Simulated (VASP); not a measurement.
# SnO in VASP: single point with PBE+D3(BJ)

Aim: the single point of SnO with PBE+D3(BJ).

Program: VASP 6.6.1. These are calculated values, not measurements. Logs are shortened: lines on timing, memory, paths and dates and some standing lists are left out, and cuts for length are marked.

## (1) The cell of the first run

The cell holds a slab with vacuum, 8 atoms: a = 3.820 Å, b = 3.820 Å, c = 22.226 Å, α = 90.00°, β = 90.00°, γ = 90.00°.

## (2) Single point, PBE+D3(BJ) (layers slid over each other)

INCAR reads:

```
SYSTEM = SnO
  ALGO = Normal
  DIPOL = 0.5 0.5 0.395
  EDIFF = 1E-6
  ENCUT = 520
  GGA = PE
  GGA_COMPAT = .False.
  IDIPOL = 3
  ISIF = 2
  ISMEAR = 0
  IVDW = 12
  LASPH = .True.
  LCHARG = .False.
  LDIPOL = .True.
  LREAL = .False.
  LWAVE = .False.
  NBANDS = 50
  NELM = 120
  NELMDL = -8
  PREC = Accurate
  SIGMA = 0.05
```

KPOINTS reads:

```
k-points
0
Gamma
  7 7 1
  0 0 0
```

POSCAR reads:

```
SnO
1.0
    3.8201526160      0.0002954389      0.0000000000
   -0.0003145156      3.8201526145      0.0000000000
    0.0000000000      0.0000000000     22.2260756252
Sn O
4 4
Direct
    0.9999453016      0.9999453016      0.2024648920
    0.4999453016      0.4999453016      0.3087831576
    0.7499453016      0.7499453016      0.4820031207
    0.2499453016      0.2499453016      0.5883213864
    0.9999461184      0.4999461184      0.2556240248
    0.4999461184      0.9999461184      0.2556240248
    0.7499461184      0.2499461184      0.5351622535
    0.2499461184      0.7499461184      0.5351622535
```

Potentials or basis: VASP PAW PBE potentials, release 64 (Sn_d, O).

The run is started by

```
$ cat potpaw_PBE.64/Sn_d/POTCAR potpaw_PBE.64/O/POTCAR > POTCAR
$ mpirun -np 1 vasp_std > vasp.out
```

OUTCAR:

```text
SYSTEM = SnO
   EDIFF = 1E-6
   ENCUT = 520
   GGA = PE
   ISIF = 2
   ISMEAR = 0
   IVDW = 12
   LASPH = .True.
   LREAL = .False.
   NELM = 120
   NELMDL = -8
   PREC = Accurate
 IVDW          = 12

 ion  position               nearest neighbor table
   1  1.000  1.000  0.202-   6 2.25   5 2.25   6 2.25   5 2.25   2 3.59   2 3.59   2 3.59   2 3.59

   2  0.500  0.500  0.309-   5 2.25   6 2.25   5 2.25   6 2.25   1 3.59   1 3.59   1 3.59   1 3.59

   3  0.750  0.750  0.482-   8 2.25   7 2.25   8 2.25   7 2.25   4 3.59   4 3.59   4 3.59   4 3.59

   4  0.250  0.250  0.588-   7 2.25   8 2.25   7 2.25   8 2.25   3 3.59   3 3.59   3 3.59   3 3.59

   5  1.000  0.500  0.256-   2 2.25   1 2.25   2 2.25   1 2.25
   6  0.500  1.000  0.256-   1 2.25   2 2.25   1 2.25   2 2.25
   7  0.750  0.250  0.535-   3 2.25   4 2.25   3 2.25   4 2.25
   8  0.250  0.750  0.535-   3 2.25   4 2.25   3 2.25   4 2.25

  LATTYP: Found a simple tetragonal cell.
 ALAT       =     3.8201526274
 C/A-ratio  =     5.8181119429

  Lattice vectors:

 A1 = (   3.8201526160,   0.0002954389,   0.0000000000)
 A2 = (  -0.0003145156,   3.8201526145,   0.0000000000)
 A3 = (   0.0000000000,   0.0000000000,  22.2260756252)

Analysis of symmetry for initial positions (statically):
=====================================================================
 Subroutine PRICEL returns:
 Original cell was already a primitive cell.

 Routine SETGRP: Setting up the symmetry group for a
 simple tetragonal supercell.

 Subroutine GETGRP returns: Found  4 space group operations
 (whereof  2 operations were pure point group operations)
 out of a pool of 16 trial point group operations.

The static configuration has the point symmetry C_1h.
 The point group associated with its full space group is C_2h.

Analysis of symmetry for dynamics (positions and initial velocities):
=====================================================================
 Subroutine PRICEL returns:
 Original cell was already a primitive cell.

 Routine SETGRP: Setting up the symmetry group for a
 simple tetragonal supercell.

 Subroutine GETGRP returns: Found  4 space group operations
 (whereof  2 operations were pure point group operations)
 out of a pool of 16 trial point group operations.

The dynamic configuration has the point symmetry C_1h.
 The point group associated with its full space group is C_2h.

 Subroutine INISYM returns: Found  4 space group operations
 (whereof  2 operations are pure point group operations),
 and found     1 'primitive' translations

----------------------------------------------------------------------------------------
[... 112 lines left out ...]
   EFERMI_NEDOS =   21; number of points for ismear=-14 and -15
   IALGO  =     38    algorithm
   IMIX   =      4    mixing-type and parameters
     AMIX     =   0.40;   BMIX     =  1.00
     AMIX_MAG =   1.60;   BMIX_MAG =  1.00
  volume/ion in A,a.u.               =      40.54       273.61
  Fermi-wavevector in a.u.,A,eV,Ry     =   1.026668  1.940121 14.341187  1.054047
  Thomas-Fermi vector in A             =   2.160573
   LORBIT       =      0    0 simple, 1 ext, 2 COOP (PROOUT), +10 PAW based schemes
   GGA     = PE    functional components
   LHFCALC =     F    Hartree Fock is set to
   AEXX    =    0.0000 exact exchange contribution
   IVDW    =    12    specifies the selected vdW correction
   LEPSILON=     F    determine dielectric tensor
   LRPA    =     F    only Hartree local field effects (RPA)
 non-spin polarized calculation
 Gauss-broadening in eV      SIGMA  =   0.05
  energy-cutoff  :      520.00
  volume of cell :      324.36
 maximum number of plane-waves:      8769
   NGX = 15   NGY = 15   NGZ = 83

 dipolmoment           0.000000      0.000000      0.000228 electrons x Angstroem

 number of electron      79.9999970 magnetization

 dipolmoment           0.000000      0.000000     -0.000003 electrons x Angstroem

 Free energy of the ion-electron system (eV)
  ---------------------------------------------------
  ext. energy  EPLUGINS =         0.00000000
  ---------------------------------------------------
  free energy    TOTEN  =       -45.14744425 eV

  energy without entropy =      -45.14744425  energy(sigma->0) =      -45.14744425

 E-fermi :   0.1155     XC(G=0):  -5.2785

 val. band max:       -0.1008793341   @ k =  -0.1429   0.1429   0.0000
 cond. band min:       2.2471458517   @ k =  -0.4286   0.4286   0.0000
 fundamental gap:      2.3480251858
 Fermi energy:         0.1154511457

 k-point     1 :       0.0000    0.0000    0.0000
  band No.  band energies     occupation
      1     -21.0533      2.00000
      2     -21.0532      2.00000
      3     -20.6929      2.00000
      4     -20.6928      2.00000
      5     -20.6559      2.00000
      6     -20.6558      2.00000
[... 837 lines left out ...]
     49       5.8361      0.00000
     50       6.5016      0.00000

------------------------ aborting loop because EDIFF is reached ----------------------------------------

 vacuum level on the upper side and lower side of the slab       (xc-potential included)        -0.129        -0.127

 Edisp (eV)   -1.26962

 E8    (eV) :    -0.5617

  FORCE on cell =-STRESS in cart. coord.  units (eV):
  Direction    XX          YY          ZZ          XY          YZ          ZX
  --------------------------------------------------------------------------------------
  -------------------------------------------------------------------------------------
  Total       0.28196     0.28198     0.11967     0.06254     0.40549     0.40542
  in kB       1.39276     1.39286     0.59112     0.30892     2.00292     2.00259
  external pressure =        1.13 kB  Pullay stress =        0.00 kB

 VOLUME and BASIS-vectors are now :
 -----------------------------------------------------------------------------
  energy-cutoff  :      520.00
  volume of cell :      324.36
      direct lattice vectors                 reciprocal lattice vectors
     3.820152616  0.000295439  0.000000000     0.261769645  0.000021552  0.000000000
    -0.000314516  3.820152614  0.000000000    -0.000020244  0.261769645  0.000000000
     0.000000000  0.000000000 22.226075625     0.000000000  0.000000000  0.044992198

 POSITION                                       TOTAL-FORCE (eV/Angst)
 -----------------------------------------------------------------------------------
      3.81963      3.82024      4.50000        -0.007805     -0.007807     -0.075800
      1.90971      1.91002      6.86304        -0.045849     -0.045856      0.070718
      2.86467      2.86513     10.71304         0.045849      0.045856     -0.070718
      0.95475      0.95490     13.07608         0.007805      0.007807      0.075800
      3.81979      1.91017      5.68152        -0.041775      0.015776      0.008140
      1.90956      3.82009      5.68152         0.015782     -0.041772      0.008140
      2.86483      0.95505     11.89456        -0.015782      0.041772     -0.008140
      0.95460      2.86498     11.89456         0.041775     -0.015776     -0.008140
 -----------------------------------------------------------------------------------
    total drift:                               -0.013975     -0.013978     -0.000216

  FREE ENERGIE OF THE ION-ELECTRON SYSTEM (eV)
  ---------------------------------------------------
  free  energy   TOTEN  =       -46.4170622320 eV

  energy  without entropy=      -46.4170622319  energy(sigma->0) =      -46.41706223

 vacuum level on the upper side and lower side of the slab         4.816         4.819
```

stdout:

```text
POSCAR found type information on POSCAR SnO
 POSCAR found :  2 types and       8 ions
 scaLAPACK will be used
 LDA part: xc-table for (Slater+PW92), standard interpolation
 POSCAR, INCAR and KPOINTS ok, starting setup
 FFT: planning ... GRIDC
 FFT: planning ... GRID_SOFT
 FFT: planning ... GRID
 WAVECAR not read
 entering main loop
```

Run time: 8.7 min. Hardware: 1 thread of Oxide Virtual Turin-like, shared host; peak memory 0.42 GiB.

Results:

| Item | Value |
| --- | --- |
| Free energy | -46.4171 eV |
| Largest force | 0.096 eV/Å |
| Band gap on the k mesh | 2.35 eV (least direct gap 2.49 eV) |
| Dispersion energy per atom | -0.159 eV |

Forces in eV/Å, atoms in the order of the input:
```
Sn  -0.008 -0.008 -0.076
Sn  -0.046 -0.046  0.071
Sn   0.046  0.046 -0.071
Sn   0.008  0.008  0.076
O   -0.042  0.016  0.008
O    0.016 -0.042  0.008
O   -0.016  0.042 -0.008
O    0.042 -0.016 -0.008
```

Caveat: the cell differs from its parent crystal (layers slid over each other); spin-orbit coupling is left out, which moves the levels of the heavy elements.
